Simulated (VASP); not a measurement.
Set up this calculation in VASP 6.6.1, as the native input.

| Quantity | Value |
| --- | --- |
| Task | single point |
| Functional | PBEsol |
| Potentials or basis | VASP PAW PBE potentials, release 64 (Sr_sv) |
| Cutoff | 520 eV |
| k mesh | 6 × 6 × 2 |
| Occupations | gaussian, width 0.1 eV |
| Spin | no spin polarisation |
| Dipole correction | no |
| Further INCAR settings | ALGO = Normal; EDIFF = 1e-07; NBANDS = 28 |

The structure of Sr lies in POSCAR:

```
Sr
1.0
    4.1924786446      0.0000000000      0.0000000000
   -2.0962393223      3.6307930110      0.0000000000
    0.0000000000      0.0000000000     13.5809747399
Sr
4
Direct
    0.0000000000      0.0000000000      0.0000000000
    0.3333333333      0.6666666667      0.2500000000
    0.0000000000      0.0000000000      0.5000000000
    0.6666666667      0.3333333333      0.7500000000
```

The input as run:

INCAR

```
PREC     = Accurate       # precision mode
ENCUT    = 520            # plane-wave cutoff, eV
EDIFF    = 1E-7           # SCF threshold, eV
ISMEAR   = 0              # smearing method
SIGMA    = 0.1            # smearing width, eV
LREAL    = False          # projectors in reciprocal space
LASPH    = True           # aspherical terms in the spheres
NELM     = 100            # most SCF steps
ALGO     = Normal         # electronic algorithm
ISIF     = 2              # what is computed and relaxed
LWAVE    = False          # write WAVECAR
LCHARG   = False          # write CHGCAR
GGA      = PS             # functional
NBANDS   = 28             # bands
```

KPOINTS

```
regular mesh
0
Gamma
  6 6 2
```

Potentials or basis: VASP PAW PBE potentials, release 64 (Sr_sv).

Launch:

```console
$ cat potpaw_PBE.64/Sr_sv/POTCAR > POTCAR
$ mpirun -np 1 vasp_std > vasp.out
```

It gave:

| Quantity | Value |
| --- | --- |
| Pressure | 0.1 GPa |
| Band gap on the k mesh | zero (band 20 reaches 1.86 eV, above the bottom of band 21 at 1.68 eV) |

Caveat: the PAW data sets were made with another functional, which shifts forces and pressure a little.

It took 38 s on 1 thread of Intel(R) Xeon(R) 6975P-C (Granite Rapids) (shared host), peak memory 0.33 GiB.
